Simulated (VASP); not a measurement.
A run of VASP 6.6.1:

The input INCAR:

```
PREC = Accurate
ENCUT = 520
EDIFF = 1E-6
ISMEAR = 0
SIGMA = 0.05
LREAL = F
LASPH = T
NELM = 60
ALGO = Normal
ISIF = 2
LWAVE = F
LCHARG = T
GGA = PE
IVDW = 12
LELF = T
LVHAR = T
NBANDS = 11
```

KPOINTS

```
regular mesh
0
Gamma
  15 15 15
```

Contents of POSCAR:

```
C
1.0
    1.2324809262      0.7115731945      3.3609366220
   -1.2324809262      0.7115731945      3.3609366220
    0.0000000000     -1.4231463891      3.3609366220
C
2
Direct
    0.1548579455      0.1548579455      0.1759379976
    0.8451420545      0.8451420545      0.8240620024
```

Potentials or basis: VASP PAW PBE potentials, release 64 (C).

Command:

```sh
$ cat potpaw_PBE.64/C/POTCAR > POTCAR
$ mpirun -np 1 vasp_std > vasp.out
```

Hardware: 1 thread of Intel Xeon 8259CL, on a shared host.

Task: How long does it take, and how much memory?

Result: Wall time 9 min on 1 thread of Intel Xeon 8259CL, with other jobs on the host, peak memory 0.28 GiB. Counts: scf iterations 12, k points 904.
